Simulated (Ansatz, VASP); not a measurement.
## Two plane-wave programs on Sn2SO

INCAR

```
ALGO = Normal
EDIFF = 1E-6
ENCUT = 520
GGA = PE
ISIF = 2
ISMEAR = 0
LASPH = True
LCHARG = False
LREAL = False
LWAVE = False
NBANDS = 28
NELM = 100
PREC = Accurate
SIGMA = 0.1
```

Contents of KPOINTS:

```
k-points
0
Gamma
  6 6 4
```

The input POSCAR:

```
Sn2SO
1.0
    3.7229977200      0.0000000000      0.0000000000
   -1.8614988600      3.2242106100      0.0000000000
    0.0000000000      0.0000000000      6.0600481800
Sn S O
2 1 1
Direct
    0.6666666700      0.3333333300      0.1834644600
    0.6666666700      0.3333333300      0.8165355400
    0.3333333300      0.6666666700      0.5000000000
    0.0000000000      0.0000000000      0.0000000000
```

Input for Ansatz:

```yaml
crystal:
  lattice:
    - [3.72299772, 0.0, 0.0]
    - [-1.86149886, 3.22421061, 0.0]
    - [0.0, 0.0, 6.06004818]
  atoms:
    - { symbol: Sn, position: [0.66666667, 0.33333333, 0.18346446] }
    - { symbol: Sn, position: [0.66666667, 0.33333333, 0.81653554] }
    - { symbol: S, position: [0.33333333, 0.66666667, 0.5] }
    - { symbol: O, position: [0.0, 0.0, 0.0] }
basis:
  ecutwfc: 420
kpoints:
  mp_grid: { grid: [6, 6, 4] }
hamiltonian:
  xc: pbe
scf:
  occupations: { method: gaussian, width: 0.1 }
  lower_state_search: "off"
output:
  forces: true
  stress: true
  eigenvalues: true
```

Alike in both runs: task single point; functional PBE; k mesh 6 × 6 × 4; occupations gaussian, width 0.1 eV; no spin polarisation.

```csv
,VASP,Ansatz
version,VASP 6.6.1,Ansatz 0.2.0
potentials or method,"VASP PAW PBE potentials, release 64 (Sn_d, S, O), cutoff 520 eV","scalar-relativistic, plane waves, PAW"
valence electrons in the cell,40,40
```

|  | VASP | Ansatz | Ansatz less VASP |
| --- | --- | --- | --- |
| gap on the k mesh at the Fermi level (eV) | none | none | - |
| pressure (GPa) | 25.9 | 25.8 | -0.13 |
| traceless stress, the component that is largest in VASP (GPa) | 31.52 | 31.25 | -0.262 |
| rms of the force components (eV/Å) | 4.969 | 4.917 | -0.0519 |

Atom by atom the forces differ by 0.052 eV/Å (rms over components). A gap of «none» marks a metal or a gap that the smearing closes.
